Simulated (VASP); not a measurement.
Here is a VASP 6.6.1 calculation.

Contents of POSCAR:

```
In2Au
1.0
    0.0000000000      3.2863000400      3.2863000400
    3.2863000400      0.0000000000      3.2863000400
    3.2863000400      3.2863000400      0.0000000000
In Au
2 1
Direct
    0.2500000000      0.2500000000      0.2500000000
    0.7500000000      0.7500000000      0.7500000000
    0.0000000000      0.0000000000      0.0000000000
```

File INCAR.step1:

```
  ALGO = Normal
  EDIFF = 1E-4
  ENCUT = 520
  GGA = PE
  ISMEAR = -1
  LASPH = T
  LCHARG = F
  LREAL = F
  LWAVE = T
  NBANDS = 26
  NELM = 60
  PREC = Accurate
  SIGMA = 0.1
```

Contents of INCAR.step2:

```
  ALGO = Normal
  EDIFF = 1E-6
  ENCUT = 520
  ISIF = 2
  ISMEAR = -1
  ISTART = 1
  LASPH = T
  LCHARG = F
  LMIXTAU = T
  LREAL = F
  LWAVE = F
  METAGGA = R2SCAN
  NBANDS = 26
  NELM = 60
  PREC = Accurate
  SIGMA = 0.1
```

File KPOINTS:

```
k-points
0
Gamma
  9 9 9
```

Potentials or basis: VASP PAW PBE potentials, release 64 (In_d, Au).

The run is started by

```sh
$ cat potpaw_PBE.64/In_d/POTCAR potpaw_PBE.64/Au/POTCAR > POTCAR
$ cp INCAR.step1 INCAR
$ mpirun -np 1 vasp_std > vasp.out
$ cp INCAR.step2 INCAR
$ mpirun -np 1 vasp_std > vasp.out
```

Question: What does it give for the pressure?

Answer: 0.2 GPa.

Caveat: the PAW data sets were made with another functional, which shifts forces and pressure a little.
